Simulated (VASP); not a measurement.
**Ru: relaxation of shape and atoms at fixed volume with PBE**

The system is Ru.

```
Ru
1.0
     2.52303    0.00000    0.00000
    -1.26151    2.18501    0.00000
     0.00000    0.00000    2.31906
Ru
1
Direct
  0.00000 0.00000 0.00000
```

This isn't the form of Ru at room conditions, which is hcp.

* Program: VASP 6.6.1
* Task: relaxation of shape and atoms at fixed volume
* Functional: PBE
* Potentials or basis: VASP PAW PBE potentials, release 64 (Ru_pv)
* Cutoff: 600 eV
* k mesh: 17 × 17 × 15
* Occupations: fermi-dirac, width 0.05 eV
* Spin: no spin polarisation
* Dipole correction: no
* Further INCAR settings: ALGO = Normal; EDIFF = 1e-06; IBRION = 2; EDIFFG = -0.005; NSW = 50; ISIF = 4

```yaml
Energy_gained_by_relaxing: 1.2 meV/atom
Ionic_steps: 3
Pressure_after_relaxing: 59.1 GPa
Band_gap_on_the_k_mesh: zero (bands 7 and 8 overlap by 4.31 eV)
```

The path:
```tsv
step	energy change (eV)	largest force (eV/Å)	pressure (GPa)	volume (Å³)
1	0.0000	0.0000	59.18	12.78
2	0.0001	0.0000	59.17	12.78
3	-0.0012	0.0000	59.14	12.78
```

Final structure:
```cif
data_structure
_symmetry_space_group_name_H-M 'P 1'
_symmetry_Int_Tables_number 1
_cell_length_a 2.5153
_cell_length_b 2.5153
_cell_length_c 2.3333
_cell_angle_alpha 90.000
_cell_angle_beta 90.000
_cell_angle_gamma 120.000
_cell_volume 12.78
loop_
_atom_site_label
_atom_site_type_symbol
_atom_site_fract_x
_atom_site_fract_y
_atom_site_fract_z
_atom_site_occupancy
Ru1 Ru 0.00000 0.00000 0.00000 1
```

Levels at points of the mesh, in eV from the Fermi level:
```csv
k point,band 3,band 4,band 5,band 6,band 7,band 8,band 9,band 10,band 11
"(0.00, 0.00, 0.00)",-42.28,-8.31,-6.72,-2.90,-2.90,2.42,2.42,10.81,15.01
```

Wall time 73 s on 1 thread of Intel Xeon 8259CL, on a shared host, peak memory 0.16 GiB.
